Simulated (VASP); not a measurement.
# ZnSb2C (P-4m2) in VASP: further runs

The runs below take ZnSb2C through single point, with r2SCAN.

All numbers are computed with VASP 6.6.1; they aren't measurements. Logs are shortened: lines on timing, memory, paths and dates and some standing lists are left out, and cuts for length are marked.

## Step 1: The cell of the first run

It takes space group P-4m2 (No. 115, tetragonal). Conventional cell: a = 3.926 Å, b = 3.926 Å, c = 11.682 Å, α = 90.00°, β = 90.00°, γ = 90.00°. Within 3.4 Å of Zn (site symmetry 2mm) lie 4 Sb at 2.59 to 2.64 Å. Sb (site symmetry -4m2) has 4 Zn at 2.59 Å within 3.4 Å. Within 3.1 Å of Sb (site symmetry 2mm) lie 2 C at 2.32 Å and 2 Zn at 2.64 Å. Within 3.0 Å of Sb (site symmetry -4m2) lie 4 C at 2.28 Å. Within 3.0 Å of C (site symmetry 2mm) lie 4 Sb at 2.28 to 2.32 Å.

## Step 2: Single point, r2SCAN (22.50 Å³/atom)

Input file POSCAR:

```
ZnSb2C
1.0
    3.9255415143      0.0000000000      0.0000000000
    0.0000000000      3.9255415143      0.0000000000
    0.0000000000      0.0000000000     11.6824689118
Zn Sb C
2 4 2
Direct
    0.5000000000      0.0000000000      0.8557296162
    0.0000000000      0.5000000000      0.1442703838
    0.5000000000      0.5000000000      0.0000000000
    0.0000000000      0.0000000000      0.2952199251
    0.5000000000      0.5000000000      0.5000000000
    0.0000000000      0.0000000000      0.7047800749
    0.5000000000      0.0000000000      0.4011801944
    0.0000000000      0.5000000000      0.5988198056
```

Input file INCAR.step1:

```
PREC = Accurate
ENCUT = 520
ISMEAR = -1
SIGMA = 0.02
LREAL = False
LASPH = True
NELM = 60
NBANDS = 36
GGA = PE
ALGO = Normal
EDIFF = 1E-4
LWAVE = True
LCHARG = False
```

Input file INCAR.step2:

```
PREC = Accurate
ENCUT = 520
EDIFF = 1E-6
ISMEAR = -1
SIGMA = 0.02
LREAL = False
LASPH = True
NELM = 60
ALGO = Normal
ISIF = 2
LWAVE = False
LCHARG = True
METAGGA = R2SCAN
LMIXTAU = True
LELF = True
LVHAR = True
NBANDS = 36
ISTART = 1
```

Input file KPOINTS:

```
Automatic mesh
0
Gamma
  6 6 2
```

Potentials or basis: VASP PAW PBE potentials, release 64 (Zn, Sb, C).

Run with:

```bash
$ cat potpaw_PBE.64/Zn/POTCAR potpaw_PBE.64/Sb/POTCAR potpaw_PBE.64/C/POTCAR > POTCAR
$ cp INCAR.step1 INCAR
$ mpirun -np 1 vasp_std > vasp.out
$ cp INCAR.step2 INCAR
$ mpirun -np 1 vasp_std > vasp.out
```

OUTCAR:

```text
PREC = Accurate
   ENCUT = 520
   EDIFF = 1E-6
   ISMEAR = -1
   LREAL = False
   LASPH = True
   NELM = 60
   ISIF = 2
   METAGGA = R2SCAN
   ISTART = 1

 ion  position               nearest neighbor table
   1  0.500  0.000  0.856-   3 2.59   3 2.59   6 2.64   6 2.64
   2  0.000  0.500  0.144-   3 2.59   3 2.59   4 2.64   4 2.64
   3  0.500  0.500  0.000-   1 2.59   2 2.59   1 2.59   2 2.59
   4  0.000  0.000  0.295-   7 2.32   7 2.32   2 2.64   2 2.64   5 3.66   5 3.66   5 3.66   5 3.66

   5  0.500  0.500  0.500-   7 2.28   8 2.28   7 2.28   8 2.28   4 3.66   6 3.66   4 3.66   4 3.66
                             6 3.66   6 3.66   4 3.66   6 3.66
   6  0.000  0.000  0.705-   8 2.32   8 2.32   1 2.64   1 2.64   5 3.66   5 3.66   5 3.66   5 3.66

   7  0.500  0.000  0.401-   5 2.28   5 2.28   4 2.32   4 2.32
   8  0.000  0.500  0.599-   5 2.28   5 2.28   6 2.32   6 2.32

  LATTYP: Found a simple tetragonal cell.
 ALAT       =     3.9255415143
 C/A-ratio  =     2.9760146133

  Lattice vectors:

 A1 = (   3.9255415143,   0.0000000000,   0.0000000000)
 A2 = (   0.0000000000,   3.9255415143,   0.0000000000)
 A3 = (   0.0000000000,   0.0000000000,  11.6824689118)

Analysis of symmetry for initial positions (statically):
=====================================================================
 Subroutine PRICEL returns:
 Original cell was already a primitive cell.

 Routine SETGRP: Setting up the symmetry group for a
 simple tetragonal supercell.

 Subroutine GETGRP returns: Found  8 space group operations
 (whereof  8 operations were pure point group operations)
 out of a pool of 16 trial point group operations.

The static configuration has the point symmetry D_2d.

Analysis of symmetry for dynamics (positions and initial velocities):
=====================================================================
 Subroutine PRICEL returns:
 Original cell was already a primitive cell.

 Routine SETGRP: Setting up the symmetry group for a
 simple tetragonal supercell.

 Subroutine GETGRP returns: Found  8 space group operations
 (whereof  8 operations were pure point group operations)
 out of a pool of 16 trial point group operations.

The dynamic configuration has the point symmetry D_2d.

 Subroutine INISYM returns: Found  8 space group operations
 (whereof  8 operations are pure point group operations),
 and found     1 'primitive' translations

----------------------------------------------------------------------------------------

                                     Primitive cell

  volume of cell :     180.0254

  direct lattice vectors                    reciprocal lattice vectors
     3.925541514  0.000000000  0.000000000     0.254741924  0.000000000  0.000000000
     0.000000000  3.925541514  0.000000000     0.000000000  0.254741924  0.000000000
     0.000000000  0.000000000 11.682468912     0.000000000  0.000000000  0.085598345

  length of vectors
     3.925541514  3.925541514 11.682468912     0.254741924  0.254741924  0.085598345

  position of ions in fractional coordinates (direct lattice)
     0.500000000  0.000000000  0.855729616
     0.000000000  0.500000000  0.144270384
     0.500000000  0.500000000  0.000000000
     0.000000000  0.000000000  0.295219925
     0.500000000  0.500000000  0.500000000
     0.000000000  0.000000000  0.704780075
     0.500000000  0.000000000  0.401180194
     0.000000000  0.500000000  0.598819806

  ion indices of the primitive-cell ions
   primitive index   ion index
                 1           1
                 2           2
                 3           3
                 4           4
                 5           5
                 6           6
                 7           7
                 8           8

----------------------------------------------------------------------------------------

 KPOINTS: Automatic mesh

Automatic generation of k-mesh.
 Grid dimensions read from file:
 generate k-points for:    6    6    2

 Generating k-lattice:

  Cartesian coordinates                     Fractional coordinates (reciprocal lattice)
     0.042456987  0.000000000  0.000000000     0.166666667  0.000000000  0.000000000
     0.000000000  0.042456987  0.000000000     0.000000000  0.166666667  0.000000000
     0.000000000  0.000000000  0.042799172     0.000000000  0.000000000  0.500000000

  Length of vectors
     0.042456987  0.042456987  0.042799172

  Shift w.r.t. Gamma in fractional coordinates (k-lattice)
     0.000000000  0.000000000  0.000000000

 Subroutine IBZKPT returns following result:
 ===========================================

 Found     20 irreducible k-points:

 Following reciprocal coordinates:
            Coordinates               Weight
  0.000000  0.000000  0.000000      1.000000
  0.166667  0.000000  0.000000      4.000000
  0.333333  0.000000  0.000000      4.000000
  0.500000  0.000000  0.000000      2.000000
  0.166667  0.166667  0.000000      4.000000
  0.333333  0.166667  0.000000      8.000000
[... 12 lines left out ...]
  0.500000  0.333333  0.500000      4.000000
  0.500000  0.500000  0.500000      1.000000
   k-points           NKPTS =     20   k-points in BZ     NKDIM =     20   number of bands    NBANDS=     36
   number of dos      NEDOS =    301   number of ions     NIONS =      8
   total plane-waves  NPLWV =  81000
   dimension x,y,z NGX =    30 NGY =   30 NGZ =   90
   dimension x,y,z NGXF=    60 NGYF=   60 NGZF=  180
   ions per type =               2   4   2
   NGX,Y,Z   is equivalent  to a cutoff of  12.70, 12.70, 12.81 a.u.
   NGXF,Y,Z  is equivalent  to a cutoff of  25.41, 25.41, 25.61 a.u.
 SYSTEM =  unknown system
   PREC   = accura    normal or accurate (medium, high low for compatibility)
   ISTART =      1    job   : 0-new  1-cont  2-samecut
   ICHARG =      0    charge: 1-file 2-atom 10-const
   ISPIN  =      1    spin polarized calculation?
   LNONCOLLINEAR =      F non collinear calculations
   LSORBIT =      F    spin-orbit coupling
   LASPH  =      T    aspherical Exc in radial PAW
   ENCUT  =  520.0 eV  38.22 Ry    6.18 a.u.   7.30  7.30 21.72*2*pi/ulx,y,z
   NELM   =     60;   NELMIN=  2; NELMDL=  0     # of ELM steps
   EDIFF  = 0.1E-05   stopping-criterion for ELM
   LREAL  =      F    real-space projection
   EDIFFG = 0.1E-04   stopping-criterion for IOM
   NSW    =      0    number of steps for IOM
   IBRION =     -1    ionic relax: 0-MD 1-quasi-New 2-CG
   NFREE  =      0    steps in history (QN), initial steepest desc. (CG)
   ISIF   =      2    stress and relaxation
   ISYM   =      2    0-nonsym 1-usesym 2-fastsym
   POTIM  = 0.5000    time-step for ionic-motion
   TEBEG  =    0.0;   TEEND  =   0.0 temperature during run
   PSTRESS=    0.0 pullay stress
   NELECT =      52.0000    total number of electrons
   NUPDOWN=      -1.0000    fix difference up-down
   EMIN   =  10.00;   EMAX   =-10.00  energy-range for DOS
   EFERMI =   0.00;   METHOD = LEGACY
   ISMEAR =    -1;   SIGMA  =   0.02  broadening in eV -4-tet -1-fermi 0-gaus
   EFERMI_NEDOS =   21; number of points for ismear=-14 and -15
   IALGO  =     38    algorithm
   IMIX   =      4    mixing-type and parameters
     AMIX     =   0.40;   BMIX     =  1.00
     AMIX_MAG =   1.60;   BMIX_MAG =  1.00
  volume/ion in A,a.u.               =      22.50       151.86
  Fermi-wavevector in a.u.,A,eV,Ry     =   1.082176  2.045017 15.933858  1.171106
  Thomas-Fermi vector in A             =   2.218211
   LORBIT       =      0    0 simple, 1 ext, 2 COOP (PROOUT), +10 PAW based schemes
   METAGGA = R2SCAN    functional components
   LHFCALC =     F    Hartree Fock is set to
   AEXX    =    0.0000 exact exchange contribution
   IVDW    =     0    specifies the selected vdW correction
   LEPSILON=     F    determine dielectric tensor
   LRPA    =     F    only Hartree local field effects (RPA)
 non-spin polarized calculation
  energy-cutoff  :      520.00
  volume of cell :      180.03
 maximum number of plane-waves:      4900
 NGX is ok and might be reduce to    30
   NGX = 15   NGY = 15   NGZ = 43

 number of electron      51.9999958 magnetization

 Free energy of the ion-electron system (eV)
  ---------------------------------------------------
  ext. energy  EPLUGINS =         0.00000000
  ---------------------------------------------------
  free energy    TOTEN  =      -134.71694345 eV

  energy without entropy =     -134.71414739  energy(sigma->0) =     -134.71554542

 E-fermi :   5.5072     XC(G=0): -10.1845

 val. band max:        5.4773132114   @ k =   0.3333   0.0000   0.0000
 cond. band min:       5.5551425930   @ k =   0.1667   0.0000   0.5000
 fundamental gap:      0.0778293816
 Fermi energy:         5.5072184320

 k-point     1 :       0.0000    0.0000    0.0000
  band No.  band energies     occupation
      1      -9.8328      2.00000
      2      -8.0005      2.00000
      3      -5.5710      2.00000
      4      -4.4453      2.00000
      5      -3.3746      2.00000
      6      -2.2245      2.00000
[... 28 lines left out ...]
     35       9.7659      0.00000
     36      10.4915      0.00000

 k-point     2 :       0.1667    0.0000    0.0000
  band No.  band energies     occupation
      1      -9.6072      2.00000
      2      -7.8508      2.00000
      3      -5.4050      2.00000
      4      -4.4798      2.00000
      5      -3.5080      2.00000
      6      -2.2183      2.00000
[... 28 lines left out ...]
     35      10.3375      0.00000
     36      10.4045      0.00000

 k-point     3 :       0.3333    0.0000    0.0000
  band No.  band energies     occupation
      1      -8.9705      2.00000
      2      -7.6258      2.00000
      3      -5.2513      2.00000
      4      -4.6567      2.00000
      5      -3.5699      2.00000
      6      -2.7208      2.00000
[... 28 lines left out ...]
     35       9.9748      0.00000
     36      10.6851      0.00000
[... 586 lines left out ...]
 k-point    19 :       0.5000    0.3333    0.5000
  band No.  band energies     occupation
      1      -7.3590      2.00000
      2      -7.1481      2.00000
      3      -4.7923      2.00000
      4      -4.6828      2.00000
      5      -4.0214      2.00000
      6      -3.9946      2.00000
[... 28 lines left out ...]
     35      10.1189      0.00000
     36      10.4326      0.00000

 k-point    20 :       0.5000    0.5000    0.5000
  band No.  band energies     occupation
      1      -6.7033      2.00000
      2      -6.7033      2.00000
      3      -5.4961      2.00000
      4      -4.6606      2.00000
      5      -4.4938      2.00000
      6      -3.8175      2.00000
[... 28 lines left out ...]
     35      10.8894      0.00000
     36      10.9031      0.00000

------------------------ aborting loop because EDIFF is reached ----------------------------------------

  FORCE on cell =-STRESS in cart. coord.  units (eV):
  Direction    XX          YY          ZZ          XY          YZ          ZX
  --------------------------------------------------------------------------------------
  -------------------------------------------------------------------------------------
  Total       -2.1377231     -2.1377231     -2.0428543      0.0000000      0.0000000     -0.0000000
  in kB      -19.0251566    -19.0251566    -18.1808500      0.0000000      0.0000000     -0.0000000
  external PRESSURE =     -18.7437211 kB  Pullay stress =       0.0000000 kB

 VOLUME and BASIS-vectors are now :
 -----------------------------------------------------------------------------
  energy-cutoff  :      520.00
  volume of cell :      180.03
      direct lattice vectors                 reciprocal lattice vectors
     3.925541514  0.000000000  0.000000000     0.254741924  0.000000000  0.000000000
     0.000000000  3.925541514  0.000000000     0.000000000  0.254741924  0.000000000
     0.000000000  0.000000000 11.682468912     0.000000000  0.000000000  0.085598345

 POSITION                                       TOTAL-FORCE (eV/Angst)
 -----------------------------------------------------------------------------------
      1.96277      0.00000      9.99703        -0.000000     -0.000000      0.019424
      0.00000      1.96277      1.68543        -0.000000     -0.000000     -0.019424
      1.96277      1.96277      0.00000        -0.000000     -0.000000      0.000000
      0.00000      0.00000      3.44890        -0.000000     -0.000000      0.062775
      1.96277      1.96277      5.84123        -0.000000      0.000000      0.000000
      0.00000      0.00000      8.23357         0.000000      0.000000     -0.062775
      1.96277      0.00000      4.68678        -0.000000     -0.000000     -0.042677
      0.00000      1.96277      6.99569        -0.000000      0.000000      0.042677
 -----------------------------------------------------------------------------------
    total drift:                                0.000000     -0.000000     -0.000000

  FREE ENERGIE OF THE ION-ELECTRON SYSTEM (eV)
  ---------------------------------------------------
  free  energy   TOTEN  =      -134.7169434530 eV

  energy  without entropy=     -134.7141473937  energy(sigma->0) =     -134.71554542
```

Wall time 8.5 min (1 thread of Oxide Virtual Turin-like, shared host); peak memory 0.34 GiB.

Results:

```
Free energy            : -134.7169 eV
Pressure               : -1.9 GPa
Largest force          : 0.063 eV/Å
Band gap on the k mesh : zero (bands 26 and 27 overlap by 0.22 eV)
```

Forces on the atoms (eV/Å):
```
Zn   0.000  0.000  0.019
Zn   0.000  0.000 -0.019
Sb   0.000  0.000  0.000
Sb   0.000  0.000  0.063
Sb   0.000  0.000  0.000
Sb   0.000  0.000 -0.063
C    0.000  0.000 -0.043
C    0.000  0.000  0.043
```

Levels at points of the mesh, in eV from the Fermi level:
```
           k point  band 24  band 25  band 26  band 27  band 28  band 29
(0.00, 0.00, 0.00)    -0.40    -0.31    -0.31    -0.25     0.93     1.02
(0.50, 0.00, 0.00)    -1.76    -0.84    -0.44     0.25     0.97     2.39
(0.50, 0.50, 0.00)    -2.87    -2.87    -2.10     0.89     0.89     1.64
(0.00, 0.00, 0.50)    -0.39    -0.17    -0.17     0.33     0.34     0.75
(0.50, 0.00, 0.50)    -2.58    -0.35    -0.03     0.25     0.97     1.99
(0.50, 0.50, 0.50)    -2.98    -2.98    -2.16     1.55     1.55     2.11
```

Caveat: semilocal functionals underestimate gaps, and a narrow one can read as zero; the PAW data sets were made with another functional, which shifts forces and pressure a little; spin-orbit coupling is left out, which moves the levels of the heavy elements.

(Part 1 of 2 ends here.)

The gap in the log of VASP goes by the Fermi energy; the results here count the filled bands.